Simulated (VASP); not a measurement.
A run of VASP 6.6.1 is set up as follows.

The input INCAR:

```
PREC     = Accurate       # precision mode
ENCUT    = 600            # plane-wave cutoff, eV
EDIFF    = 1E-6           # SCF threshold, eV
ISMEAR   = -1             # smearing method
SIGMA    = 0.05           # smearing width, eV
LREAL    = False          # projectors in reciprocal space
LASPH    = True           # aspherical terms in the spheres
NELM     = 120            # most SCF steps
ALGO     = Normal         # electronic algorithm
ISIF     = 2              # what is computed and relaxed
LWAVE    = False          # write WAVECAR
LCHARG   = False          # write CHGCAR
GGA      = PS             # functional
NBANDS   = 30             # bands
GGA_COMPAT= False
```

File KPOINTS:

```
Automatic mesh
0
Gamma
  10 10 4
```

The input POSCAR:

```
Ta3N
1.0
    2.9989864951      0.0000000000      0.0000000000
   -1.4994932476      2.5971984904      0.0000000000
    0.0000000000      0.0000000000      7.4550429441
Ta N
3 1
Direct
    0.6666666667      0.3333333333      0.8273433382
    0.3333333333      0.6666666667      0.1726566618
    0.0000000000      0.0000000000      0.5000000000
    0.0000000000      0.0000000000      0.0000000000
```

Potentials or basis: VASP PAW PBE potentials, release 64 (Ta_sv_GW, N).

Run with:

```bash
$ cat potpaw_PBE.64/Ta_sv_GW/POTCAR potpaw_PBE.64/N/POTCAR > POTCAR
$ mpirun -np 1 vasp_std > vasp.out
```

(1) What does it give for the largest force?

(2) Estimate the pressure.

(3) Estimate the band gap on the k mesh.

## Answers

(1) 0.041 eV/Å.

(2) -0.1 GPa.

(3) zero (band 22 reaches 11.89 eV, above the bottom of band 23 at 11.18 eV).

Caveat: the PAW data sets were made with another functional, which shifts forces and pressure a little; spin-orbit coupling is left out, which moves the levels of the heavy elements.
